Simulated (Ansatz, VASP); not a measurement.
# ZnO: VASP beside Ansatz

```xyz
2
Lattice="-0.0325 2.1694 2.1694 2.1369 0.0000 2.1369 2.1694 2.1694 -0.0325" Properties=species:S:1:pos:R:3 pbc="T T T"
Zn    0.0000    0.0000    0.0000
O     2.1369    2.1694    2.1369
```

Change from the starting cell: strain -0.0300 x Voigt [0, 0, 0, 0, 1, 0], atoms carried along.

Alike in both runs: task single point; functional LDA; k mesh 12 × 12 × 12; occupations gaussian, width 0.05 eV; no spin polarisation.

|  | VASP | Ansatz |
| --- | --- | --- |
| version | VASP 6.6.1 | Ansatz 0.2.0 |
| potentials or method | VASP PAW LDA potentials, release 64 (Zn, O), cutoff 520 eV | scalar-relativistic, plane waves, PAW |
| valence electrons in the cell | 18 | 18 |

```csv
,VASP,Ansatz,Ansatz less VASP
gap on the k mesh at the Fermi level (eV),0.65,0.65,0.000
least direct gap on the mesh (eV),1.78,1.78,+0.007
pressure (GPa),-13.9,-15.0,-1.08
"traceless stress, the component that is largest in VASP (GPa)",2.62,2.63,+0.012
```

LDA's correlation is that of Perdew and Zunger in VASP and of Perdew and Wang (1992) in Ansatz.
